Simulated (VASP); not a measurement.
A run of VASP 6.6.1:

Contents of INCAR:

```
SYSTEM = As
ALGO = Normal
EDIFF = 1E-6
EDIFFG = -0.04
ENCUT = 600
GGA = PE
IBRION = 2
ISIF = 3
ISMEAR = 0
LASPH = .TRUE.
LCHARG = .FALSE.
LREAL = .FALSE.
LWAVE = .FALSE.
NELM = 80
NSW = 90
PREC = Accurate
SIGMA = 0.1
```

The input KPOINTS:

```
k-points
0
G
  4 4 4
  0 0 0
```

Contents of POSCAR:

```
As
1.0
    0.0000000000      3.5637852700      3.5637852700
    3.5637852700      0.0000000000      3.5637852700
    3.5637852700      3.5637852700      0.0000000000
As
4
Direct
    0.6250000000      0.6250000000      0.6250000000
    0.6250000000      0.6250000000      0.1250000000
    0.6250000000      0.1250000000      0.6250000000
    0.1250000000      0.6250000000      0.6250000000
```

Potentials or basis: VASP PAW PBE potentials, release 64 (As).

Run with:

```bash
$ cat potpaw_PBE.64/As/POTCAR > POTCAR
$ mpirun -np 1 vasp_std > vasp.out
```

Hardware: 1 thread of Intel Xeon 8259CL, on a shared host.

Problem. How long does it take, and how much memory?

Solution. Run time: 53 s on 1 thread of Intel Xeon 8259CL, with other jobs on the host, peak memory 0.2 GiB. Counts: scf iterations 39, k points 8, ion steps 4.
